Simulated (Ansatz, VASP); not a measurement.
# One calculation of Na, two programs

```
Na
1.0
    -2.11750    2.09633    2.11750
     2.11750   -2.09633    2.11750
     2.11750    2.09633   -2.11750
Na
1
Direct
  0.00000 0.00000 0.00000
```

Change from the starting cell: strain -0.0100 x Voigt [0, 1, 0, 0, 0, 0], atoms carried along.

Alike in both runs: task single point; functional PBE; k mesh 16 × 16 × 16; occupations gaussian, width 0.15 eV; no spin polarisation.

|  | VASP | Ansatz |
| --- | --- | --- |
| version | VASP 6.6.1 | Ansatz 0.2.0 |
| potentials or method | VASP PAW PBE potentials, release 64 (Na_pv), cutoff 520 eV | scalar-relativistic, plane waves, PAW |
| valence electrons in the cell | 7 | 9 |

|  | VASP | Ansatz | Ansatz less VASP |
| --- | --- | --- | --- |
| gap on the k mesh at the Fermi level (eV) | none | none | - |
| pressure (GPa) | -0.1 | -0.1 | +0.01 |

A gap of «none» marks a metal or a gap that the smearing closes. The functional is the same, so the differences come from potentials, cutoffs and numerics. VASP's potentials hold 7 valence electrons a cell and Ansatz's 9, so a difference there can come from the potentials and not from the codes.
